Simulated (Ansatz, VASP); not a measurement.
## Two plane-wave programs on Mg2Si

```
Si Mg
1.0
     0.00000    3.18481    3.16237
     3.18481    0.00000    3.16237
     3.18481    3.18481    0.00000
Si Mg
1 2
Direct
  0.00000 0.00000 0.00000
  0.25000 0.25000 0.25000
  0.75000 0.75000 0.75000
```

Change from the starting cell: epitaxial_xy strain +0.5%.

Alike in both runs: task single point; functional r2SCAN; k mesh 8 × 8 × 8; no spin polarisation.

|  | VASP | Ansatz |
| --- | --- | --- |
| version | VASP 6.6.1 | Ansatz 0.2.0 |
| potentials or method | VASP PAW PBE potentials, release 64 (Si, Mg) | plane waves, PAW |
| plane-wave cutoff (eV) | 660 | 500 |
| occupations | gaussian, width 0.01 eV | fixed |
| valence electrons in the cell | 8 | 24 |

VASP gave:

- gap on the k mesh at the Fermi level (eV): 0.41
- pressure (GPa): -0.7
- traceless stress, the component that is largest in VASP (GPa): 0.49

Q: What did Ansatz give for the same quantities?

A: gap on the k mesh at the Fermi level (eV): 0.41; pressure (GPa): -0.5; traceless stress, the component that is largest in VASP (GPa): 0.49.

VASP's potentials were made for PBE, not for r2SCAN. VASP's potentials hold 8 valence electrons a cell and Ansatz's 24, so a difference there can come from the potentials and not from the codes.
